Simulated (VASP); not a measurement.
# Al (P1) in VASP: notebook

The runs below take Al through single point, with PBE+D3(BJ).

Program: VASP 6.6.1. These are calculated values, not measurements. Logs are shortened: lines on timing, memory, paths and dates and some standing lists are left out, and cuts for length are marked.

## 1. The cell of the first run

The typed cell holds 8 atoms: a = 2.814 Å, b = 2.814 Å, c = 18.524 Å, α = 86.37°, β = 87.10°, γ = 60.00°.

## 2. Single point, PBE+D3(BJ)

File INCAR:

```
SYSTEM = Al
ALGO = Fast
EDIFF = 1E-7
ENCUT = 520
GGA = PE
ISIF = 2
ISMEAR = 0
IVDW = 12
LASPH = .True.
LCHARG = .False.
LREAL = .False.
LWAVE = .False.
NBANDS = 22
NELM = 60
PREC = Accurate
SIGMA = 0.15
```

File KPOINTS:

```
k-points
0
Gamma
  16 16 2
  0 0 0
```

File POSCAR:

```
Al
1.0
   -2.8144222649      0.0000000000      0.0000000000
   -1.4072111325     -2.4373611784      0.0000000000
   -0.9381407550     -0.8124537261     18.4820941423
Al
8
Direct
    0.9895833333      0.9791666667      0.0625000000
    0.9062500000      0.8125000000      0.5625000000
    0.2187500000      0.1041666667      0.6875000000
    0.3020833333      0.2708333333      0.1875000000
   -0.1354166667     -0.2708333333      0.8125000000
   -0.0520833333     -0.1041666667      0.3125000000
    0.5104166667      0.3541666667      0.9375000000
    0.5937500000      0.5208333333      0.4375000000
```

Potentials or basis: VASP PAW PBE potentials, release 64 (Al).

The run is started by

```sh
cat potpaw_PBE.64/Al/POTCAR > POTCAR
mpirun -np 1 vasp_std > vasp.out
```

OUTCAR:

```text
SYSTEM = Al
   EDIFF = 1E-7
   ENCUT = 520
   GGA = PE
   ISIF = 2
   ISMEAR = 0
   IVDW = 12
   LASPH = .True.
   LREAL = .False.
   NELM = 60
   PREC = Accurate
 IVDW          = 12

 ion  position               nearest neighbor table
   1  0.990  0.979  0.062-   7 2.62   4 2.82   4 2.82   4 2.82   7 2.86   7 3.09
   2  0.906  0.812  0.562-   8 2.82   3 2.82   8 2.82   3 2.82   3 2.82   8 2.82
   3  0.219  0.104  0.688-   5 2.82   2 2.82   2 2.82   5 2.82   2 2.82   5 2.82
   4  0.302  0.271  0.188-   1 2.82   6 2.82   1 2.82   6 2.82   6 2.82   1 2.82
   5  0.865  0.729  0.812-   7 2.82   3 2.82   3 2.82   7 2.82   3 2.82   7 2.82
   6  0.948  0.896  0.312-   4 2.82   8 2.82   8 2.82   4 2.82   8 2.82   4 2.82
   7  0.510  0.354  0.938-   1 2.62   5 2.82   5 2.82   5 2.82   1 2.86   1 3.09
   8  0.594  0.521  0.438-   6 2.82   2 2.82   2 2.82   6 2.82   2 2.82   6 2.82

  LATTYP: Found a triclinic cell.
 ALAT       =     2.8144222649
 B/A-ratio  =     1.0000000000
 C/A-ratio  =     6.6447163006
 COS(alpha) =     0.0125412929
 COS(beta)  =     0.1379542219
 COS(gamma) =     0.5000000000

  Lattice vectors:

 A1 = (   1.4072111324,  -2.4373611784,   0.0000000000)
 A2 = (  -1.4072111325,  -2.4373611784,   0.0000000000)
 A3 = (   2.3453518874,  -1.6249074523, -18.4820941423)

Analysis of symmetry for initial positions (statically):
=====================================================================
 Subroutine PRICEL returns:
 Original cell was already a primitive cell.

 Routine SETGRP: Setting up the symmetry group for a
 triclinic supercell.

 Subroutine GETGRP returns: Found  1 space group operations
 (whereof  1 operations were pure point group operations)
 out of a pool of  2 trial point group operations.

The static configuration has the point symmetry C_1 .

Analysis of symmetry for dynamics (positions and initial velocities):
=====================================================================
 Subroutine PRICEL returns:
 Original cell was already a primitive cell.

 Routine SETGRP: Setting up the symmetry group for a
 triclinic supercell.

 Subroutine GETGRP returns: Found  1 space group operations
 (whereof  1 operations were pure point group operations)
 out of a pool of  2 trial point group operations.

The dynamic configuration has the point symmetry C_1 .

 Subroutine INISYM returns: Found  1 space group operations
 (whereof  1 operations are pure point group operations),
 and found     1 'primitive' translations

----------------------------------------------------------------------------------------

                                     Primitive cell

  volume of cell :     126.7828

  direct lattice vectors                    reciprocal lattice vectors
    -2.814422265  0.000000000  0.000000000    -0.355312709  0.205139888 -0.009017737
    -1.407211133 -2.437361178  0.000000000     0.000000000 -0.410279777 -0.018035474
    -0.938140755 -0.812453726 18.482094142     0.000000000  0.000000000  0.054106423

  length of vectors
     2.814422265  2.814422265 18.523714342     0.410378867  0.410675996  0.054106423

  position of ions in fractional coordinates (direct lattice)
     0.989583333  0.979166667  0.062500000
     0.906250000  0.812500000  0.562500000
     0.218750000  0.104166667  0.687500000
     0.302083333  0.270833333  0.187500000
     0.864583333  0.729166667  0.812500000
     0.947916667  0.895833333  0.312500000
     0.510416667  0.354166667  0.937500000
     0.593750000  0.520833333  0.437500000

  ion indices of the primitive-cell ions
   primitive index   ion index
                 1           1
                 2           2
                 3           3
                 4           4
                 5           5
                 6           6
                 7           7
                 8           8

----------------------------------------------------------------------------------------

 KPOINTS: k-points

Automatic generation of k-mesh.
 Grid dimensions read from file:
 generate k-points for:   16   16    2

 Generating k-lattice:

  Cartesian coordinates                     Fractional coordinates (reciprocal lattice)
    -0.022207044  0.012821243 -0.000563609     0.062500000  0.000000000 -0.000000000
     0.000000000 -0.025642486 -0.001127217     0.000000000  0.062500000  0.000000000
     0.000000000  0.000000000  0.027053211     0.000000000  0.000000000  0.500000000

  Length of vectors
     0.025648679  0.025667250  0.027053211

  Shift w.r.t. Gamma in fractional coordinates (k-lattice)
     0.000000000  0.000000000  0.000000000

 Subroutine IBZKPT returns following result:
 ===========================================

 Found    260 irreducible k-points:

 Following reciprocal coordinates:
            Coordinates               Weight
  0.000000  0.000000  0.000000      1.000000
  0.062500  0.000000 -0.000000      2.000000
  0.125000  0.000000 -0.000000      2.000000
  0.187500  0.000000  0.000000      2.000000
  0.250000  0.000000 -0.000000      2.000000
  0.312500  0.000000  0.000000      2.000000
[... 16 lines left out ...]
 -0.187500  0.062500  0.000000      2.000000
 -0.125000  0.062500  0.000000      2.000000
 [... further k-points ...]
   k-points           NKPTS =    260   k-points in BZ     NKDIM =    260   number of bands    NBANDS=     22
   number of dos      NEDOS =    301   number of ions     NIONS =      8
   total plane-waves  NPLWV =  80640
   dimension x,y,z NGX =    24 NGY =   24 NGZ =  140
   dimension x,y,z NGXF=    48 NGYF=   48 NGZF=  280
   ions per type =               8
   NGX,Y,Z   is equivalent  to a cutoff of  14.18, 14.18, 12.56 a.u.
   NGXF,Y,Z  is equivalent  to a cutoff of  28.35, 28.35, 25.13 a.u.
 SYSTEM =  Al
   PREC   = accura    normal or accurate (medium, high low for compatibility)
   ISTART =      0    job   : 0-new  1-cont  2-samecut
   ICHARG =      2    charge: 1-file 2-atom 10-const
   ISPIN  =      1    spin polarized calculation?
   LNONCOLLINEAR =      F non collinear calculations
   LSORBIT =      F    spin-orbit coupling
   LASPH  =      T    aspherical Exc in radial PAW
   ENCUT  =  520.0 eV  38.22 Ry    6.18 a.u.   5.23  5.23 34.44*2*pi/ulx,y,z
   NELM   =     60;   NELMIN=  2; NELMDL= -5     # of ELM steps
   EDIFF  = 0.1E-06   stopping-criterion for ELM
   LREAL  =      F    real-space projection
   EDIFFG = 0.1E-05   stopping-criterion for IOM
   NSW    =      0    number of steps for IOM
   IBRION =     -1    ionic relax: 0-MD 1-quasi-New 2-CG
   NFREE  =      0    steps in history (QN), initial steepest desc. (CG)
   ISIF   =      2    stress and relaxation
   ISYM   =      2    0-nonsym 1-usesym 2-fastsym
   POTIM  = 0.5000    time-step for ionic-motion
   TEBEG  =    0.0;   TEEND  =   0.0 temperature during run
   PSTRESS=    0.0 pullay stress
   NELECT =      24.0000    total number of electrons
   NUPDOWN=      -1.0000    fix difference up-down
   EMIN   =  10.00;   EMAX   =-10.00  energy-range for DOS
   EFERMI =   0.00;   METHOD = LEGACY
   ISMEAR =     0;   SIGMA  =   0.15  broadening in eV -4-tet -1-fermi 0-gaus
   EFERMI_NEDOS =   21; number of points for ismear=-14 and -15
   IALGO  =     68    algorithm
   IMIX   =      4    mixing-type and parameters
     AMIX     =   0.40;   BMIX     =  1.00
     AMIX_MAG =   1.60;   BMIX_MAG =  1.00
  volume/ion in A,a.u.               =      15.85       106.95
  Fermi-wavevector in a.u.,A,eV,Ry     =   0.939994  1.776331 12.021957  0.883589
  Thomas-Fermi vector in A             =   2.067362
   LORBIT       =      0    0 simple, 1 ext, 2 COOP (PROOUT), +10 PAW based schemes
   GGA     = PE    functional components
   LHFCALC =     F    Hartree Fock is set to
   AEXX    =    0.0000 exact exchange contribution
   IVDW    =    12    specifies the selected vdW correction
   LEPSILON=     F    determine dielectric tensor
   LRPA    =     F    only Hartree local field effects (RPA)
 non-spin polarized calculation
 RMM-DIIS sequential band-by-band and
 Gauss-broadening in eV      SIGMA  =   0.15
  energy-cutoff  :      520.00
  volume of cell :      126.78
 maximum number of plane-waves:      3444
 NGX is ok and might be reduce to    24
   NGX = 11   NGY = 11   NGZ = 69

 number of electron      24.0000000 magnetization

 Free energy of the ion-electron system (eV)
  ---------------------------------------------------
  ext. energy  EPLUGINS =         0.00000000
  ---------------------------------------------------
  free energy    TOTEN  =       -29.76541749 eV

  energy without entropy =      -29.73167671  energy(sigma->0) =      -29.74854710

 E-fermi :   8.4189     XC(G=0): -10.3434

 val. band max:        8.4146695853   @ k =   0.1250   0.1875   0.0000
 cond. band min:       8.4192858675   @ k =   0.3125   0.4375   0.5000
 fundamental gap:      0.0046162822
 Fermi energy:         8.4189287843

 k-point     1 :       0.0000    0.0000    0.0000
  band No.  band energies     occupation
      1      -2.9906      2.00000
      2      -2.5612      2.00000
      3      -2.5545      2.00000
      4      -1.2687      2.00000
      5      -1.2673      2.00000
      6       0.8545      2.00000
[... 14 lines left out ...]
     21      19.7350      0.00000
     22      19.7938      0.00000

 k-point     2 :       0.0625    0.0000   -0.0000
  band No.  band energies     occupation
      1      -2.8932      2.00000
      2      -2.4704      2.00000
      3      -2.4512      2.00000
      4      -1.1898      2.00000
      5      -1.1540      2.00000
      6       0.9232      2.00000
[... 14 lines left out ...]
     21      18.7343      0.00000
     22      19.0532      0.00000
[... 523 lines left out ...]
     21      14.7892      0.00000
     22      15.2357      0.00000

 k-point    24 :      -0.1250    0.0625    0.0000
  band No.  band energies     occupation
      1      -2.3110      2.00000
      2      -1.8838      2.00000
      3      -1.8771      2.00000
      4      -0.5978      2.00000
      5      -0.5962      2.00000
      6       1.5141      2.00000
[... 14 lines left out ...]
     21      16.1952      0.00000
     22      16.3140      0.00000

 [... further k-points ...]

------------------------ aborting loop because EDIFF is reached ----------------------------------------

 Edisp (eV)   -2.80572

 E8    (eV) :    -1.2553

  FORCE on cell =-STRESS in cart. coord.  units (eV):
  Direction    XX          YY          ZZ          XY          YZ          ZX
  --------------------------------------------------------------------------------------
  -------------------------------------------------------------------------------------
  Total      -0.08394    -0.07770     1.01615    -0.03855     0.39445    -0.49767
  in kB      -1.06082    -0.98196    12.84126    -0.48712     4.98475    -6.28918
  external pressure =        3.60 kB  Pullay stress =        0.00 kB

 VOLUME and BASIS-vectors are now :
 -----------------------------------------------------------------------------
  energy-cutoff  :      520.00
  volume of cell :      126.78
      direct lattice vectors                 reciprocal lattice vectors
    -2.814422265  0.000000000  0.000000000    -0.355312709  0.205139888 -0.009017737
    -1.407211133 -2.437361178  0.000000000     0.000000000 -0.410279777 -0.018035474
    -0.938140755 -0.812453726 18.482094142     0.000000000  0.000000000  0.054106423

 POSITION                                       TOTAL-FORCE (eV/Angst)
 -----------------------------------------------------------------------------------
     -4.22163     -2.43736      1.15513        -0.250446      0.132327      0.189500
     -4.22163     -2.43736     10.39618         0.001849      0.000204     -0.006278
     -1.40721     -0.81245     12.70644        -0.006451      0.001967     -0.014683
     -1.40721     -0.81245      3.46539         0.032700      0.001556      0.042096
     -4.22163     -2.43736     15.01670         0.025162      0.006654      0.063212
     -4.22163     -2.43736      5.77565        -0.006151      0.002863      0.003291
     -2.81442     -1.62491     17.32696         0.203947     -0.144841     -0.274949
     -2.81442     -1.62491      8.08592        -0.000609     -0.000729     -0.002188
 -----------------------------------------------------------------------------------
    total drift:                               -0.000001      0.000002     -0.000001

  FREE ENERGIE OF THE ION-ELECTRON SYSTEM (eV)
  ---------------------------------------------------
  free  energy   TOTEN  =       -32.5711409435 eV

  energy  without entropy=      -32.5374001553  energy(sigma->0) =      -32.55427055
```

Wall time 5.4 min (1 thread of Intel Xeon 6975P-C (Granite Rapids), shared host); peak memory 0.63 GiB.

Results:

```
Free energy                : -32.5711 eV
Pressure                   : 0.4 GPa
Largest force              : 0.372 eV/Å
Band gap on the k mesh     : zero (bands 12 and 13 overlap by 5.58 eV)
Dispersion energy per atom : -0.351 eV
```

Forces on the atoms (eV/Å):
```
Al  -0.250  0.132  0.190
Al   0.002  0.000 -0.006
Al  -0.006  0.002 -0.015
Al   0.033  0.002  0.042
Al   0.025  0.007  0.063
Al  -0.006  0.003  0.003
Al   0.204 -0.145 -0.275
Al  -0.001 -0.001 -0.002
```

Stress tensor (GPa, compression positive):
```
-0.11 -0.05 -0.63
-0.05 -0.10  0.50
-0.63  0.50  1.28
```

[end of part 1 of 2]
